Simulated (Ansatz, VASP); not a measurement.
# Sb: VASP and Ansatz over several settings

```
Sb
1.0
    -1.83314    1.83314    1.83314
     1.83314   -1.83314    1.83314
     1.83314    1.83314   -1.83314
Sb
1
Direct
  0.00000 0.00000 0.00000
```

Single points on this cell with VASP 6.6.1 and Ansatz 0.2.0. Each row is one pair of runs. Alike in all rows: spin: off; smearing: fermi-dirac, width 0.05 eV.

```csv
level,k mesh,"VASP's potentials, cutoff","Ansatz's potentials, cutoff","gap on the k mesh at the Fermi level (eV), VASP","gap on the k mesh at the Fermi level (eV), Ansatz","pressure (GPa), VASP","pressure (GPa), Ansatz"
LDA,10 × 10 × 10,"VASP PAW LDA potentials, release 64 (Sb), 520 eV","Ansatz PAW, 420 eV",none,none,3.5,3.3
r2SCAN,10 × 10 × 10,"VASP PAW PBE potentials, release 64 (Sb), 520 eV","Ansatz PAW, 500 eV",none,none,7.5,7.5
PBE0,6 × 6 × 6,"VASP PAW PBE potentials, release 64 (Sb_d_GW), 400 eV","Ansatz PAW, 420 eV",none,none,5.7,6.3
HSE06,6 × 6 × 6,"VASP PAW PBE potentials, release 64 (Sb_d_GW), 400 eV","Ansatz PAW, 420 eV",none,none,5.9,6.4
```

Pressure (GPa): the two programs differ by at most 0.63.

VASP's potentials hold 5 valence electrons a cell and Ansatz's 15 in some rows, so a difference there can come from the potentials and not from the codes.

A gap of «none» marks a metal or a gap that the smearing closes.

The k mesh is coarse in some rows, so the values compare programs but aren't converged. Spin-orbit coupling is off throughout.
